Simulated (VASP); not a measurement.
# Be24Cl in VASP: single point with LDA

Aim: the single point of Be24Cl with LDA.

Everything below comes from runs of VASP 6.6.1. Logs are shortened: lines on timing, memory, paths and dates and some standing lists are left out, and cuts for length are marked.

### Step 1. The cell of the first run

The cell holds a slab with vacuum, 25 atoms: a = 4.452 Å, b = 7.033 Å, c = 19.800 Å, α = 90.00°, β = 90.00°, γ = 90.00°.

### Step 2. Single point, LDA

File INCAR:

```
ALGO = Normal ; DIPOL = 0.5 0.5 0.321
EDIFF = 1E-6 ; ENCUT = 520
GGA = CA ; IDIPOL = 3
ISIF = 2 ; ISMEAR = 0
LASPH = True ; LCHARG = True
LDIPOL = True ; LELF = True
LREAL = Auto ; LVACPOTAV = True
LVHAR = True ; LWAVE = False
NBANDS = 46 ; NELM = 60
PREC = Accurate ; SIGMA = 0.1
```

File KPOINTS:

```
k-points
0
Gamma
  6 4 1
```

File POSCAR:

```
Be24Cl
1.0
    4.4524297778      0.0000000000      0.0000000000
    0.0000000000      7.0331519559      0.0000000000
    0.0000000000      0.0000000000     19.7998741415
Be Cl
24 1
Direct
    0.0000000000      0.3750000000      0.2020214862
    0.0000000000      0.8750000000      0.2020214862
    0.5000000000      0.3750000000      0.2020214862
    0.5000000000      0.8750000000      0.2020214862
    0.2500000000      0.1250000000      0.2344789088
    0.2500000000      0.6250000000      0.2344789088
    0.7500000000      0.1250000000      0.2344789088
    0.7500000000      0.6250000000      0.2344789088
    0.2500000000      0.3750000000      0.2993937541
    0.2500000000      0.8750000000      0.2993937541
    0.7500000000      0.3750000000      0.2993937541
    0.7500000000      0.8750000000      0.2993937541
    0.0000000000      0.1250000000      0.3261495625
    0.0000000000      0.6250000000      0.3261495625
    0.5000000000      0.1250000000      0.3261495625
    0.5000000000      0.6250000000      0.3261495625
    0.0000000000      0.3750000000      0.3969669015
    0.0000000000      0.8750000000      0.3969669015
    0.5000000000      0.3750000000      0.3969669015
    0.5000000000      0.8750000000      0.3969669015
    0.2500000000      0.1250000000      0.4191882273
    0.2500000000      0.6250000000      0.4191882273
    0.7500000000      0.1250000000      0.4191882273
    0.7500000000      0.6250000000      0.4191882273
    0.5000000000      0.2500000000      0.5012533151
```

Potentials or basis: VASP PAW LDA potentials, release 64 (Be, Cl).

Command:

```sh
$ cat potpaw_LDA.64/Be/POTCAR potpaw_LDA.64/Cl/POTCAR > POTCAR
$ mpirun -np 1 vasp_std > vasp.out
```

OUTCAR:

```text
EDIFF = 1E-6
   ENCUT = 520
   GGA = CA
   ISIF = 2
   ISMEAR = 0
   LASPH = True
   LREAL = Auto
   NELM = 60
   PREC = Accurate

 ion  position               nearest neighbor table
   1  0.000  0.375  0.202-   5 2.18   6 2.18   7 2.18   8 2.18   3 2.23   3 2.23  11 2.23   9 2.23

   2  0.000  0.875  0.202-   5 2.18   6 2.18   7 2.18   8 2.18   4 2.23   4 2.23  12 2.23  10 2.23

   3  0.500  0.375  0.202-   5 2.18   6 2.18   7 2.18   8 2.18   1 2.23   1 2.23  11 2.23   9 2.23
[... 39 lines left out ...]
  23  0.750  0.125  0.419-  17 2.13  18 2.13  19 2.13  20 2.13  13 2.15  15 2.15  25 2.16  21 2.23
                            21 2.23
  24  0.750  0.625  0.419-  17 2.13  18 2.13  19 2.13  20 2.13  14 2.15  16 2.15  22 2.23  22 2.23

  25  0.500  0.250  0.501-  21 2.16  23 2.16  19 2.24

  LATTYP: Found a simple orthorhombic cell.
 ALAT       =     4.4524297778
 B/A-ratio  =     1.5796210849
 C/A-ratio  =     4.4469817896

  Lattice vectors:

 A1 = (   4.4524297778,   0.0000000000,   0.0000000000)
 A2 = (   0.0000000000,   7.0331519559,   0.0000000000)
 A3 = (   0.0000000000,   0.0000000000,  19.7998741415)

Analysis of symmetry for initial positions (statically):
=====================================================================
 Subroutine PRICEL returns:
 Original cell was already a primitive cell.

 Routine SETGRP: Setting up the symmetry group for a
 simple orthorhombic supercell.

 Subroutine GETGRP returns: Found  2 space group operations
 (whereof  2 operations were pure point group operations)
 out of a pool of  8 trial point group operations.

The static configuration has the point symmetry C_1h.

Analysis of symmetry for dynamics (positions and initial velocities):
=====================================================================
 Subroutine PRICEL returns:
 Original cell was already a primitive cell.

 Routine SETGRP: Setting up the symmetry group for a
 simple orthorhombic supercell.

 Subroutine GETGRP returns: Found  2 space group operations
 (whereof  2 operations were pure point group operations)
 out of a pool of  8 trial point group operations.

The dynamic configuration has the point symmetry C_1h.

 Subroutine INISYM returns: Found  2 space group operations
 (whereof  2 operations are pure point group operations),
 and found     1 'primitive' translations

[... 135 lines left out ...]
   POTIM  = 0.5000    time-step for ionic-motion
   TEBEG  =    0.0;   TEEND  =   0.0 temperature during run
   PSTRESS=    0.0 pullay stress
   NELECT =      55.0000    total number of electrons
   NUPDOWN=      -1.0000    fix difference up-down
   EMIN   =  10.00;   EMAX   =-10.00  energy-range for DOS
   EFERMI =   0.00;   METHOD = LEGACY
   ISMEAR =     0;   SIGMA  =   0.10  broadening in eV -4-tet -1-fermi 0-gaus
   EFERMI_NEDOS =   21; number of points for ismear=-14 and -15
   IALGO  =     38    algorithm
   IMIX   =      4    mixing-type and parameters
     AMIX     =   0.40;   BMIX     =  1.00
     AMIX_MAG =   1.60;   BMIX_MAG =  1.00
  volume/ion in A,a.u.               =      24.80       167.37
  Fermi-wavevector in a.u.,A,eV,Ry     =   0.730117  1.379721  7.252872  0.533071
  Thomas-Fermi vector in A             =   1.822008
   LORBIT       =      0    0 simple, 1 ext, 2 COOP (PROOUT), +10 PAW based schemes
   GGA     = CA    functional components
   LHFCALC =     F    Hartree Fock is set to
   AEXX    =    0.0000 exact exchange contribution
   IVDW    =     0    specifies the selected vdW correction
   LEPSILON=     F    determine dielectric tensor
   LRPA    =     F    only Hartree local field effects (RPA)
 non-spin polarized calculation
 Gauss-broadening in eV      SIGMA  =   0.10
  energy-cutoff  :      520.00
  volume of cell :      620.03
 maximum number of plane-waves:     16734
 NGX is ok and might be reduce to    36
   NGX = 17   NGY = 27   NGZ = 73

 dipolmoment           0.000000      0.000000     -0.011144 electrons x Angstroem

 number of electron      55.0000001 magnetization

 dipolmoment           0.000000      0.000000      0.060400 electrons x Angstroem

 Free energy of the ion-electron system (eV)
  ---------------------------------------------------
  ext. energy  EPLUGINS =         0.00000000
  ---------------------------------------------------
  free energy    TOTEN  =       -96.60761017 eV

  energy without entropy =      -96.58584268  energy(sigma->0) =      -96.59672643

 E-fermi :  -0.9796     XC(G=0):  -4.4463

 val. band max:       -0.9914110232   @ k =   0.0000   0.0000   0.0000
 cond. band min:      -0.9142330346   @ k =   0.1667   0.2500   0.0000
 fundamental gap:      0.0771779886
 Fermi energy:        -0.9795870082

 k-point     1 :       0.0000    0.0000    0.0000
  band No.  band energies     occupation
      1     -17.5655      2.00000
      2     -11.4168      2.00000
      3      -9.4311      2.00000
      4      -9.2902      2.00000
      5      -9.2592      2.00000
      6      -7.6488      2.00000
[... 493 lines left out ...]
     38       3.5345      0.00000
     39       3.6052      0.00000
 [bands above 39 left out]

------------------------ aborting loop because EDIFF is reached ----------------------------------------

  FORCE on cell =-STRESS in cart. coord.  units (eV):
  Direction    XX          YY          ZZ          XY          YZ          ZX
  --------------------------------------------------------------------------------------
  -------------------------------------------------------------------------------------
  Total        2.4362756     -3.6452733     -0.4031250      0.0000000     -2.2540611      0.0000000
  in kB        6.2954604     -9.4195720     -1.0416957      0.0000000     -5.8246088      0.0000000
  external PRESSURE =      -1.3886024 kB  Pullay stress =       0.0000000 kB

 VOLUME and BASIS-vectors are now :
 -----------------------------------------------------------------------------
  energy-cutoff  :      520.00
  volume of cell :      620.03
      direct lattice vectors                 reciprocal lattice vectors
     4.452429778  0.000000000  0.000000000     0.224596468  0.000000000  0.000000000
     0.000000000  7.033151956  0.000000000     0.000000000  0.142183761  0.000000000
     0.000000000  0.000000000 19.799874141     0.000000000  0.000000000  0.050505372

 POSITION                                       TOTAL-FORCE (eV/Angst)
 -----------------------------------------------------------------------------------
      0.00000      2.63743      4.00000         0.000000     -0.059413      0.522148
      0.00000      6.15401      4.00000         0.000000      0.038972      0.551874
      2.22621      2.63743      4.00000         0.000000      0.042584      0.593789
      2.22621      6.15401      4.00000         0.000000     -0.208634      0.537073
      1.11311      0.87914      4.64265        -0.023569      0.072690     -0.647690
      1.11311      4.39572      4.64265        -0.005789      0.040278     -0.725919
[... 17 lines left out ...]
      3.33932      4.39572      8.29987         0.237226      0.106575     -0.083066
      2.22621      1.75829      9.92475         0.000000     -0.949339      0.004891
 -----------------------------------------------------------------------------------
    total drift:                                0.000000      0.003952     -0.002107

  FREE ENERGIE OF THE ION-ELECTRON SYSTEM (eV)
  ---------------------------------------------------
  free  energy   TOTEN  =       -96.6076101673 eV

  energy  without entropy=      -96.5858426830  energy(sigma->0) =      -96.59672643

 vacuum level on the upper side and lower side of the slab         3.846         3.498
```

OSZICAR:

```text
N       E                     dE             d eps       ncg     rms          rms(c)
DAV:   1     0.238932251375E+03    0.23893E+03   -0.18422E+04  1104   0.881E+02
DAV:   2    -0.798147436078E+02   -0.31875E+03   -0.30636E+03  1522   0.185E+02
DAV:   3    -0.105345817111E+03   -0.25531E+02   -0.24622E+02  1308   0.492E+01
DAV:   4    -0.106347616374E+03   -0.10018E+01   -0.99562E+00  1456   0.103E+01
[... 19 lines left out ...]
DAV:  24    -0.966075943184E+02   -0.37755E-04   -0.25598E-06  1138   0.354E-03    0.106E-03
DAV:  25    -0.966076024905E+02   -0.81722E-05   -0.52376E-07  1160   0.197E-03    0.125E-03
DAV:  26    -0.966076084527E+02   -0.59622E-05   -0.41364E-07   962   0.145E-03    0.643E-04
DAV:  27    -0.966076094850E+02   -0.10323E-05   -0.99314E-08  1104   0.737E-04    0.716E-04
DAV:  28    -0.966076101673E+02   -0.68231E-06   -0.34102E-08  1048   0.546E-04
   1 F= -.96607610E+02 E0= -.96596726E+02  d E =-.217675E-01
```

stdout:

```text
POSCAR found type information on POSCAR BeCl
 POSCAR found :  2 types and      25 ions
 scaLAPACK will be used
 LDA part: xc-table for (Slater(with rela. corr.)+CA(PZ))
 , standard interpolation
 POSCAR, INCAR and KPOINTS ok, starting setup
 FFT: planning ... GRIDC
 FFT: planning ... GRID_SOFT
 FFT: planning ... GRID
 WAVECAR not read
 entering main loop
 -----------------------------------------------------------------------------
|                                                                             |
|           W    W    AA    RRRRR   N    N  II  N    N   GGGG   !!!           |
|           W    W   A  A   R    R  NN   N  II  NN   N  G    G  !!!           |
|           W    W  A    A  R    R  N N  N  II  N N  N  G       !!!           |
|           W WW W  AAAAAA  RRRRR   N  N N  II  N  N N  G  GGG   !            |
|           WW  WW  A    A  R   R   N   NN  II  N   NN  G    G                |
|           W    W  A    A  R    R  N    N  II  N    N   GGGG   !!!           |
|                                                                             |
|     Did not find any points to average over, which means that no vacuum     |
|     field-free region was found. Please increase the size of  your cell     |
|     in the dimension of the dipole correction to obtain accurate            |
|     workfunction values.                                                    |
|                                                                             |
 -----------------------------------------------------------------------------
```

Wall time 21 min (1 thread of Intel Xeon Platinum 8488C (Sapphire Rapids), shared host); peak memory 0.59 GiB.

Results:

* Free energy: -96.6076 eV
* Largest force: 1.017 eV/Å
* Band gap on the k mesh: zero (an odd number of electrons rules out a gap without spin polarisation)

Forces in eV/Å, atoms in the order of the input:
```
Be   0.000 -0.059  0.522
Be   0.000  0.039  0.552
Be   0.000  0.043  0.594
Be   0.000 -0.209  0.537
Be  -0.024  0.073 -0.648
Be  -0.006  0.040 -0.726
Be   0.024  0.073 -0.648
Be   0.006  0.040 -0.726
Be  -0.157  0.061  0.142
Be  -0.053 -0.076  0.041
Be   0.157  0.061  0.142
Be   0.053 -0.076  0.041
Be   0.000  0.056  0.101
Be   0.000  0.058 -0.095
Be   0.000 -0.038  0.316
Be   0.000  0.190 -0.026
Be   0.000  0.623 -0.804
Be   0.000 -0.171 -0.053
Be   0.000  0.407  0.177
Be   0.000 -0.259 -0.361
Be   0.137 -0.070  0.541
Be  -0.237  0.107 -0.083
Be  -0.137 -0.070  0.541
Be   0.237  0.107 -0.083
Cl   0.000 -0.949  0.005
```

The gap in the log of VASP goes by the Fermi energy; the results here count the filled bands.